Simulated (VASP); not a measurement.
Runs of VASP 6.6.1 on Ir. The structure is that of space group P6_3/mmc (No. 194), or close to it. The cells are those of the table. 

```tsv
task	level	potentials or basis	cell	cutoff (eV)	gap on the mesh (eV)	pressure (GPa)	relaxed volume (Å³/atom)
relaxation of cell and atoms	BLYP+D3(BJ)	VASP PAW PBE potentials, release 64 (Ir)	relaxed from a = 2.751, b = 2.751, c = 4.462 Å, angles 90.0, 90.0, 120.0°, 2 atoms	600	none	0.0	(a)
single point	LDA	VASP PAW LDA potentials, release 64 (Ir)	a = 2.693, b = 2.693, c = 4.428 Å, angles 90.0, 90.0, 120.0°, 2 atoms	520	none	2.6	-
relaxation of cell and atoms	LDA	VASP PAW LDA potentials, release 64 (Ir)	relaxed from a = 2.751, b = 2.751, c = 4.462 Å, angles 90.0, 90.0, 120.0°, 2 atoms	600	none	0.0	14.00
single point	BLYP+D3(BJ)	VASP PAW PBE potentials, release 64 (Ir)	a = 2.728, b = 2.728, c = 4.486 Å, angles 90.0, 90.0, 120.0°, 2 atoms	520	none	3.0	-
relaxation of cell and atoms	PBEsol	VASP PAW PBE potentials, release 64 (Ir)	relaxed from a = 2.751, b = 2.751, c = 4.462 Å, angles 90.0, 90.0, 120.0°, 2 atoms	600	none	0.0	14.16
single point	PBEsol	VASP PAW PBE potentials, release 64 (Ir)	a = 2.707, b = 2.707, c = 4.449 Å, angles 90.0, 90.0, 120.0°, 2 atoms	520	none	(b)	-
```

Alike in all rows: no spin polarisation; k mesh 10 × 10 × 5; smearing gaussian 0.15 eV.

**Question.** Fill in the values left out.

**Answer.** (a) 14.58; (b) 1.0.

Caveats: spin-orbit coupling is left out, which moves the levels of the heavy elements; the PAW data sets were made with another functional, which shifts forces and pressure a little (some runs); pairwise dispersion overbinds metals, which lowers pressure and volume (some runs).

A k mesh can miss the band edges, and the runs leave out spin-orbit coupling on Ir.

A gap of «none» marks levels without a gap at the run's occupations.
